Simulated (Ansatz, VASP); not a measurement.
**Two plane-wave programs on CdS**

The input INCAR:

```
SYSTEM = CdS
ALGO     = Normal         ! electronic algorithm
EDIFF    = 1E-6           ! SCF threshold, eV
EDIFFG   = -0.01          ! ionic threshold
ENCUT    = 600            ! plane-wave cutoff, eV
GGA      = PE             ! functional
IBRION   = 2              ! ionic algorithm
ISIF     = 3              ! what is computed and relaxed
ISMEAR   = 0              ! smearing method
LASPH    = .True.         ! aspherical terms in the spheres
LCHARG   = .False.        ! write CHGCAR
LREAL    = .False.        ! projectors in reciprocal space
LWAVE    = .False.        ! write WAVECAR
NELM     = 80             ! most SCF steps
NSW      = 100            ! ionic steps
PREC     = Accurate       ! precision mode
SIGMA    = 0.02           ! smearing width, eV
```

KPOINTS

```
k-points
0
Gamma
  8 8 8
  0 0 0
```

Contents of POSCAR:

```
CdS
1.0
    0.0000000000      2.9429534649      2.9429534649
    2.9429534649      0.0000000000      2.9429534649
    2.9429534649      2.9429534649      0.0000000000
Cd S
1 1
Direct
    0.0000000000      0.0000000000      0.0000000000
    0.2500000000      0.2500000000      0.2500000000
```

Input for Ansatz:

```yaml
crystal:
  lattice:
    - [0.0, 2.9429534649, 2.9429534649]
    - [2.9429534649, 0.0, 2.9429534649]
    - [2.9429534649, 2.9429534649, 0.0]
  atoms:
    - { symbol: Cd, position: [0.0, 0.0, 0.0] }
    - { symbol: S, position: [0.25, 0.25, 0.25] }
basis:
  ecutwfc: 420
kpoints:
  mp_grid: { grid: [8, 8, 8] }
hamiltonian:
  xc: pbe
scf:
  occupations: { method: gaussian, width: 0.02 }
output:
  forces: true
  stress: true
  eigenvalues: true
  write_density: true
  write_potential: true
  elf: true
  volumetric_format: npy
relax:
  adjacent_minimum: "off"
  f_tol: 0.01
  max_steps: 80
  cell: { stress_tol: 0.05 }
```

Alike in both runs: task relaxation of cell and atoms; functional PBE; k mesh 8 × 8 × 8; occupations gaussian, width 0.02 eV; no spin polarisation.

|  | VASP | Ansatz |
| --- | --- | --- |
| version | VASP 6.6.1 | Ansatz 0.2.0 |
| potentials or method | VASP PAW PBE potentials, release 64 (Cd, S), cutoff 600 eV | scalar-relativistic, plane waves, PAW |
| valence electrons in the cell | 18 | 26 |

VASP gave:

| Item | Value |
| --- | --- |
| gap on the k mesh at the Fermi level, each at its own relaxed structure (eV) | 1.03 |
| relaxed volume (Å³/atom) | 26.15 |
| relaxed cell length with the largest relative difference (Å) | 4.197 |

**Question.** Estimate Ansatz's values.

**Answer.** gap on the k mesh at the Fermi level, each at its own relaxed structure (eV): 1.04; relaxed volume (Å³/atom): 26.01; relaxed cell length with the largest relative difference (Å): 4.190.

VASP's potentials hold 18 valence electrons a cell and Ansatz's 26, so a difference there can come from the potentials and not from the codes.
